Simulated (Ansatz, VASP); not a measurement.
ZnS: VASP beside Ansatz

```
Zn S
1.0
     3.99938    0.00000    0.00000
    -1.99969    3.46357    0.00000
     0.00000    0.00000    6.30372
Zn S
2 2
Direct
  0.31635 0.66667 0.00520
  0.68365 0.33333 0.50520
  0.34706 0.66667 0.37980
  0.65294 0.33333 0.87980
```

Change from the starting cell: mode 4 frozen in at -0.065 Å, equal normal strain along x and y +0.0400.

Alike in both runs: task single point; functional PBE; k mesh 9 × 9 × 4; occupations gaussian, width 0.05 eV; no spin polarisation.

```csv
,VASP,Ansatz
version,VASP 6.6.1,Ansatz 0.2.0
potentials or method,"VASP PAW PBE potentials, release 64 (Zn, S), cutoff 520 eV","scalar-relativistic, plane waves, PAW"
valence electrons in the cell,36,36
```

```tsv
	VASP	Ansatz	Ansatz less VASP
gap on the k mesh at the Fermi level (eV)	1.75	1.76	+0.002
least direct gap on the mesh (eV)	1.75	1.76	+0.002
pressure (GPa)	-4.3	-4.4	-0.12
traceless stress, the component that is largest in VASP (GPa)	2.58	2.57	-0.015
rms of the force components (eV/Å)	0.094	0.093	-0.0014
```

Atom by atom the forces differ by 0.002 eV/Å (rms over components).
